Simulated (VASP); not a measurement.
# Al2Au (Fm-3m) in VASP: a series of runs, part 2 of 2

VASP 6.6.1. The steps go on from the part before.

### Step 4. Relaxation of cell and atoms, r2SCAN

The input, POSCAR:

```
Al2Au
1.0
    0.0000000000      3.0023346600      3.0023346600
    3.0023346600      0.0000000000      3.0023346600
    3.0023346600      3.0023346600      0.0000000000
Al Au
2 1
Direct
    0.2500000000      0.2500000000      0.2500000000
    0.7500000000      0.7500000000      0.7500000000
    0.0000000000      0.0000000000      0.0000000000
```

The input, INCAR.step1:

```
SYSTEM = Al2Au
PREC     = Accurate       ! precision mode
ENCUT    = 600            ! plane-wave cutoff, eV
ISMEAR   = 0              ! smearing method
SIGMA    = 0.1            ! smearing width, eV
LREAL    = .FALSE.        ! projectors in reciprocal space
LASPH    = .TRUE.         ! aspherical terms in the spheres
NELM     = 60             ! most SCF steps
GGA      = PE             ! functional
ALGO     = Normal         ! electronic algorithm
EDIFF    = 1E-4           ! SCF threshold, eV
LWAVE    = .TRUE.         ! write WAVECAR
LCHARG   = .FALSE.        ! write CHGCAR
```

The input, INCAR.step2:

```
SYSTEM = Al2Au
PREC     = Accurate       ! precision mode
ENCUT    = 600            ! plane-wave cutoff, eV
EDIFF    = 1E-6           ! SCF threshold, eV
ISMEAR   = 0              ! smearing method
SIGMA    = 0.1            ! smearing width, eV
LREAL    = .FALSE.        ! projectors in reciprocal space
LASPH    = .TRUE.         ! aspherical terms in the spheres
NELM     = 60             ! most SCF steps
ALGO     = Normal         ! electronic algorithm
ISIF     = 3              ! what is computed and relaxed
LWAVE    = .FALSE.        ! write WAVECAR
LCHARG   = .FALSE.        ! write CHGCAR
METAGGA  = R2SCAN         ! meta-GGA
LMIXTAU  = .TRUE.       
IBRION   = 2              ! ionic algorithm
NSW      = 100            ! ionic steps
EDIFFG   = -0.002         ! ionic threshold
ISTART   = 1
```

The input, KPOINTS:

```
regular mesh
0
G
  12 12 12
  0 0 0
```

Potentials or basis: VASP PAW PBE potentials, release 64 (Al, Au).

The run is started by

```sh
cat potpaw_PBE.64/Al/POTCAR potpaw_PBE.64/Au/POTCAR > POTCAR
cp INCAR.step1 INCAR
mpirun -np 1 vasp_std > vasp.out
cp INCAR.step2 INCAR
mpirun -np 1 vasp_std > vasp.out
```

OUTCAR:

```text
SYSTEM = Al2Au
   PREC = Accurate
   ENCUT = 600
   EDIFF = 1E-6
   ISMEAR = 0
   LREAL = .FALSE.
   LASPH = .TRUE.
   NELM = 60
   ISIF = 3
   METAGGA = R2SCAN
   IBRION = 2
   NSW = 100
   EDIFFG = -0.002
   ISTART = 1

 ion  position               nearest neighbor table
   1  0.250  0.250  0.250-   3 2.60   3 2.60   3 2.60   3 2.60   2 3.00   2 3.00   2 3.00   2 3.00
                             2 3.00   2 3.00
   2  0.750  0.750  0.750-   3 2.60   3 2.60   3 2.60   3 2.60   1 3.00   1 3.00   1 3.00   1 3.00
                             1 3.00   1 3.00
[... 610 lines left out ...]
  -------------------------------------------------------------------------------------
  Total       -0.0029106     -0.0029106     -0.0029106     -0.0000000     -0.0000000      0.0000000
  in kB       -0.0861204     -0.0861204     -0.0861204     -0.0000000     -0.0000000      0.0000000
  external PRESSURE =      -0.0861204 kB  Pullay stress =       0.0000000 kB

 VOLUME and BASIS-vectors are now :
 -----------------------------------------------------------------------------
  energy-cutoff  :      600.00
  volume of cell :       54.15
      direct lattice vectors                 reciprocal lattice vectors
     0.000000000  3.002748222  3.002748222    -0.166514127  0.166514127  0.166514127
     3.002748222 -0.000000000  3.002748222     0.166514127 -0.166514127  0.166514127
     3.002748222  3.002748222 -0.000000000     0.166514127  0.166514127 -0.166514127

 POSITION                                       TOTAL-FORCE (eV/Angst)
 -----------------------------------------------------------------------------------
      1.50137      1.50137      1.50137         0.000000     -0.000000     -0.000000
      4.50412      4.50412      4.50412        -0.000000      0.000000     -0.000000
      6.00550      3.00275      3.00275         0.000000     -0.000000      0.000000
 -----------------------------------------------------------------------------------
    total drift:                               -0.000000      0.000000      0.000000

  FREE ENERGIE OF THE ION-ELECTRON SYSTEM (eV)
  ---------------------------------------------------
  free  energy   TOTEN  =       -65.5444600334 eV

  energy  without entropy=      -65.5397858450  energy(sigma->0) =      -65.54212294

 reached required accuracy - stopping structural energy minimisation
```

OSZICAR.step1:

```text
N       E                     dE             d eps       ncg     rms          rms(c)
DAV:   1     0.699607452532E+02    0.69961E+02   -0.78143E+03  1728   0.133E+03
DAV:   2    -0.108993116362E+02   -0.80860E+02   -0.74416E+02  1968   0.217E+02
DAV:   3    -0.132660776072E+02   -0.23668E+01   -0.23076E+01  2192   0.358E+01
DAV:   4    -0.132865035936E+02   -0.20426E-01   -0.20406E-01  2024   0.389E+00
DAV:   5    -0.132868042756E+02   -0.30068E-03   -0.30064E-03  2164   0.512E-01    0.904E+00
DAV:   6    -0.121123031191E+02    0.11745E+01   -0.64903E+00  1948   0.286E+01    0.406E+00
DAV:   7    -0.120402417260E+02    0.72061E-01   -0.29162E-01  1836   0.645E+00    0.187E+00
DAV:   8    -0.120124450992E+02    0.27797E-01   -0.25830E-02  2020   0.127E+00    0.406E-01
DAV:   9    -0.120113272992E+02    0.11178E-02   -0.37342E-03  2004   0.735E-01    0.185E-01
DAV:  10    -0.120114732262E+02   -0.14593E-03   -0.24933E-04  1856   0.130E-01    0.357E-02
DAV:  11    -0.120114673977E+02    0.58285E-05   -0.70793E-06  1012   0.249E-02
   1 F= -.12011467E+02 E0= -.12009099E+02  d E =-.473588E-02
```

Run time: 2.7 min. Hardware: 1 thread of Intel Xeon Platinum 8488C (Sapphire Rapids), shared host; peak memory 0.25 GiB.

Results:

* Free energy: -65.5445 eV
* Relaxed volume: 18.05 Å³/atom
* Relaxed cell: a = 4.247 Å, b = 4.247 Å, c = 4.247 Å, α = 60.00°, β = 60.00°, γ = 60.00°
* Space group after relaxing (to 0.1 Å): Fm-3m (No. 225)
* Ionic steps: 2
* Pressure after relaxing: 0.0 GPa
* Band gap on the k mesh: zero (an odd number of electrons rules out a gap without spin polarisation)

Final structure:
```
CELL_PARAMETERS angstrom
0.00000 3.00275 3.00275
3.00275 0.00000 3.00275
3.00275 3.00275 0.00000
ATOMIC_POSITIONS crystal
Al 0.25000 0.25000 0.25000
Al 0.75000 0.75000 0.75000
Au 0.00000 0.00000 0.00000
```

Caveat: the PAW data sets were made with another functional, which shifts forces and pressure a little; spin-orbit coupling is left out, which moves the levels of the heavy elements.

### Step 5. Summary

```csv
task,cell,k mesh,cutoff (eV),gap on the mesh (eV),pressure (GPa)
single point,"a = 4.246 Å, angles 60.0°, 3 atoms",6 × 6 × 6,520,none,0.0
single point,"a = 4.250 Å, angles 60.0°, 3 atoms",12 × 12 × 12,520,none,-0.3
relaxation of cell and atoms,"relaxed from a = 4.246 Å, angles 60.0°, 3 atoms",12 × 12 × 12,600,none,0.0
```

Alike in all rows: level r2SCAN; potentials or basis VASP PAW PBE potentials, release 64 (Al, Au); no spin polarisation; smearing gaussian 0.1 eV.

Caveats: the PAW data sets were made with another functional, which shifts forces and pressure a little; spin-orbit coupling is left out, which moves the levels of the heavy elements.

Total energies depend on the potentials used, so only differences within one code and one set of settings carry meaning.
